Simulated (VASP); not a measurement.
Write the native input for VASP 6.6.1 that does the following.

| Quantity | Value |
| --- | --- |
| Task | relaxation of cell and atoms |
| Functional | PBEsol |
| Potentials or basis | VASP PAW PBE potentials, release 64 (In_d) |
| Cutoff | 600 eV |
| k mesh | 9 × 9 × 5 |
| Occupations | fermi-dirac, width 0.05 eV |
| Spin | no spin polarisation |
| Target pressure | 30 GPa |
| Dipole correction | no |
| Further INCAR settings | ALGO = Fast; EDIFF = 1e-06; IBRION = 2; EDIFFG = -0.01; NSW = 60; ISIF = 3 |

The structure of In lies in POSCAR:

```
In
1.0
    3.3354847820      0.0000000000      0.0000000000
   -1.6677423910      2.8886145552      0.0000000000
    0.0000000000      0.0000000000      5.5091429200
In
2
Direct
    0.6666666667      0.3333333333      0.7500000000
    0.3333333333      0.6666666667      0.2500000000
```

One way to write it, as run:

INCAR

```
SYSTEM = In
PREC = Accurate ; ENCUT = 600
EDIFF = 1E-6 ; ISMEAR = -1
SIGMA = 0.05 ; LREAL = .False.
LASPH = .True. ; NELM = 100
ALGO = Fast ; ISIF = 3
LWAVE = .False. ; LCHARG = .False.
GGA = PS ; IBRION = 2
NSW = 60 ; EDIFFG = -0.01
PSTRESS = 300.0
```

KPOINTS

```
Automatic mesh
0
Gamma
  9 9 5
  0 0 0
```

Potentials or basis: VASP PAW PBE potentials, release 64 (In_d).

The run is started by

```bash
$ cat potpaw_PBE.64/In_d/POTCAR > POTCAR
$ mpirun -np 1 vasp_std > vasp.out
```

It gave:

The relaxed volume is 18.88 Å³/atom, the relaxed cell is a = 2.993 Å, b = 2.993 Å, c = 4.868 Å, α = 90.00°, β = 90.00°, γ = 120.00° and the space group after relaxing (to 0.05 Å) is P6_3/mmc (No. 194). The energy change on relaxing (the enthalpy is what falls) is +455.6 meV/atom. The ionic steps are 10. The pressure after relaxing is 30.0 GPa and the band gap on the k mesh is zero (band 13 reaches 14.94 eV, above the bottom of band 14 at 9.37 eV).

Caveat: the cell is relaxed towards a set pressure, so the enthalpy falls and the energy may rise; the volume moved by over 15 % at a fixed basis, so the end points are rough; the PAW data sets were made with another functional, which shifts forces and pressure a little; spin-orbit coupling is left out, which moves the levels of the heavy elements.

Run time: 3.3 min on 1 thread of Intel(R) Xeon(R) 6975P-C (Granite Rapids), on a shared host, peak memory 0.22 GiB.
